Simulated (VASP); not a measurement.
# AlN (wurtzite type) (P6_3mc) in VASP: a series of runs

Runs on AlN (wurtzite type). Level: PBE. Tasks: single point.

All numbers are computed with VASP 6.6.1; they aren't measurements. Logs are shortened: lines on timing, memory, paths and dates and some standing lists are left out, and cuts for length are marked.

### Step 1. The cell of the first run

It takes space group P6_3mc (No. 186, hexagonal). Conventional cell: a = 3.044 Å, b = 3.044 Å, c = 4.843 Å, α = 90.00°, β = 90.00°, γ = 120.00°. Within 2.4 Å of Al (site symmetry 3m) lie 4 N at 1.85 to 1.86 Å. Within 2.4 Å of N (site symmetry 3m) lie 4 Al at 1.85 to 1.86 Å.

### Step 2. Single point, PBE

INCAR

```
ALGO     = Normal         # electronic algorithm
EDIFF    = 1E-7           # SCF threshold, eV
ENCUT    = 520            # plane-wave cutoff, eV
GGA      = PE             # functional
ISIF     = 2              # what is computed and relaxed
ISMEAR   = -1             # smearing method
LASPH    = T              # aspherical terms in the spheres
LCHARG   = F              # write CHGCAR
LREAL    = F              # projectors in reciprocal space
LWAVE    = F              # write WAVECAR
NBANDS   = 16             # bands
NELM     = 80             # most SCF steps
PREC     = Accurate       # precision mode
SIGMA    = 0.08           # smearing width, eV
```

KPOINTS

```
k-points
0
Gamma
  12 12 7
```

POSCAR

```
AlN
1.0
    3.0437014085      0.0000000000      0.0000000000
   -1.5218507043      2.6359227413      0.0000000000
    0.0000000000      0.0000000000      4.8434609857
Al N
2 2
Direct
    0.3333333333      0.6666666667     -0.0038512396
    0.6666666667      0.3333333333      0.4961487604
    0.3333333333      0.6666666667      0.3798512396
    0.6666666667      0.3333333333      0.8798512396
```

Potentials or basis: VASP PAW PBE potentials, release 64 (Al, N).

Started as:

```sh
> cat potpaw_PBE.64/Al/POTCAR potpaw_PBE.64/N/POTCAR > POTCAR
> mpirun -np 1 vasp_std > vasp.out
```

OUTCAR:

```text
EDIFF = 1E-7
   ENCUT = 520
   GGA = PE
   ISIF = 2
   ISMEAR = -1
   LASPH = T
   LREAL = F
   NELM = 80
   PREC = Accurate

 ion  position               nearest neighbor table
   1  0.333  0.667  0.996-   4 1.85   4 1.85   4 1.85   3 1.86   2 2.99   2 2.99   2 2.99   2 2.99
                             2 2.99   2 2.99
   2  0.667  0.333  0.496-   3 1.85   3 1.85   3 1.85   4 1.86   1 2.99   1 2.99   1 2.99   1 2.99
                             1 2.99   1 2.99
   3  0.333  0.667  0.380-   2 1.85   2 1.85   2 1.85   1 1.86
   4  0.667  0.333  0.880-   1 1.85   1 1.85   1 1.85   2 1.86

  LATTYP: Found a hexagonal cell.
 ALAT       =     3.0437014085
 C/A-ratio  =     1.5913062208

  Lattice vectors:

 A1 = (   3.0437014085,   0.0000000000,   0.0000000000)
 A2 = (  -1.5218507043,   2.6359227413,   0.0000000000)
 A3 = (   0.0000000000,   0.0000000000,   4.8434609857)

Analysis of symmetry for initial positions (statically):
=====================================================================
 Subroutine PRICEL returns:
 Original cell was already a primitive cell.

 Routine SETGRP: Setting up the symmetry group for a
 hexagonal supercell.

 Subroutine GETGRP returns: Found 12 space group operations
 (whereof  6 operations were pure point group operations)
 out of a pool of 24 trial point group operations.

The static configuration has the point symmetry C_3v.
 The point group associated with its full space group is C_6v.

Analysis of symmetry for dynamics (positions and initial velocities):
=====================================================================
 Subroutine PRICEL returns:
 Original cell was already a primitive cell.

 Routine SETGRP: Setting up the symmetry group for a
 hexagonal supercell.

 Subroutine GETGRP returns: Found 12 space group operations
 (whereof  6 operations were pure point group operations)
 out of a pool of 24 trial point group operations.

The dynamic configuration has the point symmetry C_3v.
 The point group associated with its full space group is C_6v.

 Subroutine INISYM returns: Found 12 space group operations
 (whereof  6 operations are pure point group operations),
 and found     1 'primitive' translations

----------------------------------------------------------------------------------------

                                     Primitive cell

  volume of cell :      38.8589

  direct lattice vectors                    reciprocal lattice vectors
     3.043701409  0.000000000  0.000000000     0.328547340  0.189686895  0.000000000
    -1.521850704  2.635922741  0.000000000     0.000000000  0.379373790  0.000000000
     0.000000000  0.000000000  4.843460986     0.000000000  0.000000000  0.206463932

  length of vectors
     3.043701409  3.043701409  4.843460986     0.379373790  0.379373790  0.206463932

  position of ions in fractional coordinates (direct lattice)
     0.333333333  0.666666667  0.996148760
     0.666666667  0.333333333  0.496148760
     0.333333333  0.666666667  0.379851240
     0.666666667  0.333333333  0.879851240

  ion indices of the primitive-cell ions
   primitive index   ion index
                 1           1
                 2           2
                 3           3
                 4           4

----------------------------------------------------------------------------------------

 KPOINTS: k-points

Automatic generation of k-mesh.
 Grid dimensions read from file:
 generate k-points for:   12   12    7

 Generating k-lattice:

  Cartesian coordinates                     Fractional coordinates (reciprocal lattice)
     0.027378945  0.015807241  0.000000000     0.083333333  0.000000000  0.000000000
     0.000000000  0.031614482  0.000000000     0.000000000  0.083333333  0.000000000
     0.000000000  0.000000000  0.029494847     0.000000000  0.000000000  0.142857143

  Length of vectors
     0.031614482  0.031614482  0.029494847

  Shift w.r.t. Gamma in fractional coordinates (k-lattice)
     0.000000000  0.000000000  0.000000000

 Subroutine IBZKPT returns following result:
 ===========================================

 Found     76 irreducible k-points:

 Following reciprocal coordinates:
            Coordinates               Weight
  0.000000  0.000000  0.000000      1.000000
  0.083333  0.000000  0.000000      6.000000
  0.166667 -0.000000  0.000000      6.000000
  0.250000 -0.000000  0.000000      6.000000
  0.333333  0.000000  0.000000      6.000000
  0.416667  0.000000  0.000000      6.000000
[... 16 lines left out ...]
  0.250000 -0.000000  0.142857     12.000000
  0.333333  0.000000  0.142857     12.000000
 [... further k-points ...]
   k-points           NKPTS =     76   k-points in BZ     NKDIM =     76   number of bands    NBANDS=     16
   number of dos      NEDOS =    301   number of ions     NIONS =      4
   total plane-waves  NPLWV =  20736
   dimension x,y,z NGX =    24 NGY =   24 NGZ =   36
   dimension x,y,z NGXF=    48 NGYF=   48 NGZF=   72
   ions per type =               2   2
   NGX,Y,Z   is equivalent  to a cutoff of  13.11, 13.11, 12.36 a.u.
   NGXF,Y,Z  is equivalent  to a cutoff of  26.22, 26.22, 24.71 a.u.
 SYSTEM =  unknown system
   PREC   = accura    normal or accurate (medium, high low for compatibility)
   ISTART =      0    job   : 0-new  1-cont  2-samecut
   ICHARG =      2    charge: 1-file 2-atom 10-const
   ISPIN  =      1    spin polarized calculation?
   LNONCOLLINEAR =      F non collinear calculations
   LSORBIT =      F    spin-orbit coupling
   LASPH  =      T    aspherical Exc in radial PAW
   ENCUT  =  520.0 eV  38.22 Ry    6.18 a.u.   5.66  5.66  9.01*2*pi/ulx,y,z
   NELM   =     80;   NELMIN=  2; NELMDL= -5     # of ELM steps
   EDIFF  = 0.1E-06   stopping-criterion for ELM
   LREAL  =      F    real-space projection
   EDIFFG = 0.1E-05   stopping-criterion for IOM
   NSW    =      0    number of steps for IOM
   IBRION =     -1    ionic relax: 0-MD 1-quasi-New 2-CG
   NFREE  =      0    steps in history (QN), initial steepest desc. (CG)
   ISIF   =      2    stress and relaxation
   ISYM   =      2    0-nonsym 1-usesym 2-fastsym
   POTIM  = 0.5000    time-step for ionic-motion
   TEBEG  =    0.0;   TEEND  =   0.0 temperature during run
   PSTRESS=    0.0 pullay stress
   NELECT =      16.0000    total number of electrons
   NUPDOWN=      -1.0000    fix difference up-down
   EMIN   =  10.00;   EMAX   =-10.00  energy-range for DOS
   EFERMI =   0.00;   METHOD = LEGACY
   ISMEAR =    -1;   SIGMA  =   0.08  broadening in eV -4-tet -1-fermi 0-gaus
   EFERMI_NEDOS =   21; number of points for ismear=-14 and -15
   IALGO  =     38    algorithm
   IMIX   =      4    mixing-type and parameters
     AMIX     =   0.40;   BMIX     =  1.00
     AMIX_MAG =   1.60;   BMIX_MAG =  1.00
  volume/ion in A,a.u.               =       9.71        65.56
  Fermi-wavevector in a.u.,A,eV,Ry     =   1.217918  2.301531 20.181846  1.483324
  Thomas-Fermi vector in A             =   2.353222
   LORBIT       =      0    0 simple, 1 ext, 2 COOP (PROOUT), +10 PAW based schemes
   GGA     = PE    functional components
   LHFCALC =     F    Hartree Fock is set to
   AEXX    =    0.0000 exact exchange contribution
   IVDW    =     0    specifies the selected vdW correction
   LEPSILON=     F    determine dielectric tensor
   LRPA    =     F    only Hartree local field effects (RPA)
 non-spin polarized calculation
  energy-cutoff  :      520.00
  volume of cell :       38.86
 maximum number of plane-waves:      1087
 NGX is ok and might be reduce to    24
   NGX = 11   NGY = 11   NGZ = 19

 number of electron      16.0000000 magnetization

 Free energy of the ion-electron system (eV)
  ---------------------------------------------------
  ext. energy  EPLUGINS =         0.00000000
  ---------------------------------------------------
  free energy    TOTEN  =       -29.55748446 eV

  energy without entropy =      -29.55748446  energy(sigma->0) =      -29.55748446

 E-fermi :   8.4450     XC(G=0): -11.2287

 val. band max:        6.9258092310   @ k =   0.0000   0.0000   0.0000
 cond. band min:      11.7357234429   @ k =   0.0000   0.0000   0.0000
 fundamental gap:      4.8099142119
 Fermi energy:         8.4450307991

 k-point     1 :       0.0000    0.0000    0.0000
  band No.  band energies     occupation
      1      -8.7660      2.00000
      2      -6.3597      2.00000
      3       0.5696      2.00000
      4       5.9321      2.00000
      5       5.9321      2.00000
      6       6.6166      2.00000
[... 8 lines left out ...]
     15      20.6711      0.00000
     16      20.8185      0.00000

 k-point     2 :       0.0833    0.0000    0.0000
  band No.  band energies     occupation
      1      -8.6701      2.00000
      2      -6.3051      2.00000
      3       0.6805      2.00000
      4       5.5078      2.00000
      5       5.8076      2.00000
      6       6.2151      2.00000
[... 8 lines left out ...]
     15      20.7325      0.00000
     16      20.7773      0.00000

 k-point     3 :       0.1667   -0.0000    0.0000
  band No.  band energies     occupation
      1      -8.3904      2.00000
      2      -6.1563      2.00000
      3       1.0073      2.00000
      4       4.4676      2.00000
      5       5.3351      2.00000
      6       5.5177      2.00000
[... 8 lines left out ...]
     15      19.9818      0.00000
     16      20.1175      0.00000

 k-point     4 :       0.2500   -0.0000    0.0000
  band No.  band energies     occupation
      1      -7.9528      2.00000
      2      -5.9599      2.00000
      3       1.5313      2.00000
      4       3.2435      2.00000
      5       4.3427      2.00000
      6       5.1874      2.00000
[... 8 lines left out ...]
     15      19.7823      0.00000
     16      20.7058      0.00000
[... 324 lines left out ...]
 k-point    22 :       0.1667   -0.0000    0.1429
  band No.  band energies     occupation
      1      -8.3082      2.00000
      2      -6.3158      2.00000
      3       1.2562      2.00000
      4       4.5296      2.00000
      5       5.1544      2.00000
      6       5.5626      2.00000
[... 8 lines left out ...]
     15      20.0391      0.00000
     16      20.3274      0.00000

 k-point    23 :       0.2500   -0.0000    0.1429
  band No.  band energies     occupation
      1      -7.8761      2.00000
      2      -6.0929      2.00000
      3       1.6550      2.00000
      4       3.3869      2.00000
      5       4.1855      2.00000
      6       5.2396      2.00000
[... 8 lines left out ...]
     15      19.9586      0.00000
     16      20.7839      0.00000

 k-point    24 :       0.3333    0.0000    0.1429
  band No.  band energies     occupation
      1      -7.3443      2.00000
      2      -5.8945      2.00000
      3       1.7548      2.00000
      4       2.7316      2.00000
      5       3.3663      2.00000
      6       4.9588      2.00000
[... 8 lines left out ...]
     15      20.0687      0.00000
     16      21.8940      0.00000

 [... further k-points ...]
[... 5 lines left out ...]
  --------------------------------------------------------------------------------------
  -------------------------------------------------------------------------------------
  Total        5.0385716      5.0385716      5.0548928     -0.0000000      0.0000000      0.0000000
  in kB      207.7435207    207.7435207    208.4164554     -0.0000000      0.0000000      0.0000000
  external PRESSURE =     207.9678322 kB  Pullay stress =       0.0000000 kB

 VOLUME and BASIS-vectors are now :
 -----------------------------------------------------------------------------
  energy-cutoff  :      520.00
  volume of cell :       38.86
      direct lattice vectors                 reciprocal lattice vectors
     3.043701409  0.000000000  0.000000000     0.328547340  0.189686895  0.000000000
    -1.521850704  2.635922741  0.000000000     0.000000000  0.379373790  0.000000000
     0.000000000  0.000000000  4.843460986     0.000000000  0.000000000  0.206463932

 POSITION                                       TOTAL-FORCE (eV/Angst)
 -----------------------------------------------------------------------------------
     -0.00000      1.75728      4.82481        -0.000000     -0.000000      0.000727
      1.52185      0.87864      2.40308         0.000000      0.000000      0.000727
     -0.00000      1.75728      1.83979        -0.000000     -0.000000     -0.000727
      1.52185      0.87864      4.26153         0.000000      0.000000     -0.000727
 -----------------------------------------------------------------------------------
    total drift:                                0.000000      0.000000      0.000151

  FREE ENERGIE OF THE ION-ELECTRON SYSTEM (eV)
  ---------------------------------------------------
  free  energy   TOTEN  =       -29.5574844611 eV

  energy  without entropy=      -29.5574844609  energy(sigma->0) =      -29.55748446
```

Run time: 18 s. Hardware: 1 thread of Intel Xeon 6975P-C (Granite Rapids), shared host; peak memory 0.17 GiB.

Results:

| Item | Value |
| --- | --- |
| Free energy | -29.5575 eV |
| Pressure | 20.8 GPa |
| Band gap on the k mesh | 4.81 eV, direct |

### Step 3. Single point, PBE

INCAR

```
  ALGO = Normal
  EDIFF = 1E-7
  ENCUT = 520
  GGA = PE
  ISIF = 2
  ISMEAR = -1
  LASPH = True
  LCHARG = True
  LELF = True
  LREAL = False
  LVHAR = True
  LWAVE = False
  NBANDS = 16
  NELM = 100
  PREC = Accurate
  SIGMA = 0.08
```

KPOINTS is that of step 2.

Changes to POSCAR since step 2:

```diff
@@ -4,3 +4,3 @@
    -1.5218507043      2.6359227413      0.0000000000
-    0.0000000000      0.0000000000      4.8434609857
+    0.0000000000      0.0000000000      4.8434609856
 Al N
```

Potentials or basis: VASP PAW PBE potentials, release 64 (Al, N).

Started as:

```sh
> cat potpaw_PBE.64/Al/POTCAR potpaw_PBE.64/N/POTCAR > POTCAR
> mpirun -np 1 vasp_std > vasp.out
```

Wall time 18 s (1 thread of Intel Xeon 6975P-C (Granite Rapids), shared host); peak memory 0.17 GiB.

Results (log left out):

```yaml
Free_energy: -29.5575 eV
Pressure: 20.8 GPa
Band_gap_on_the_k_mesh: 4.81 eV, direct
```

Levels at points of the mesh, in eV from the valence-band top:
```csv
k point,band 5,band 6,band 7,band 8,band 9,band 10,band 11,band 12
"(0.00, 0.00, 0.00)",-0.99,-0.31,-0.31,0.00,4.81,7.19,11.21,11.56
"(0.50, 0.00, 0.00)",-3.56,-2.28,-1.92,-0.77,5.96,5.99,8.76,10.76
```

A k mesh can miss the band edges. A hybrid or GW would open this gap; PBE tends to underestimate it.
